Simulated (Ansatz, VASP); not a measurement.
**HfO2: VASP beside Ansatz**

```
CELL_PARAMETERS angstrom
0.00000 2.44604 2.52169
2.44604 0.00000 2.52169
2.44604 2.44604 0.00000
ATOMIC_POSITIONS crystal
Hf 0.00000 0.00000 0.00000
O 0.25000 0.25000 0.25000
O 0.75000 0.75000 0.75000
```

Change from the starting cell: normal strain along x -0.0300, normal strain along y -0.0300.

Alike in both runs: task single point; functional PBEsol; k mesh 8 × 8 × 8; occupations gaussian, width 0.05 eV; no spin polarisation.

```csv
,VASP,Ansatz
version,VASP 6.6.1,Ansatz 0.2.0
potentials or method,"VASP PAW PBE potentials, release 64 (Hf_pv, O), cutoff 520 eV","scalar-relativistic, plane waves, PAW"
valence electrons in the cell,22,38
```

|  | VASP | Ansatz | Ansatz less VASP |
| --- | --- | --- | --- |
| gap on the k mesh at the Fermi level (eV) | 3.58 | 3.55 | -0.025 |
| least direct gap on the mesh (eV) | 3.69 | 3.66 | -0.037 |
| pressure (GPa) | 14.2 | 18.4 | +4.22 |
| traceless stress, the component that is largest in VASP (GPa) | -10.50 | -10.29 | +0.211 |

VASP's potentials were made for PBE, not for PBEsol. One of these differences is far larger than is usual between the two programs; its cause wasn't traced. VASP's potentials hold 22 valence electrons a cell and Ansatz's 38, so a difference there can come from the potentials and not from the codes.

Neither program's run includes spin-orbit coupling.
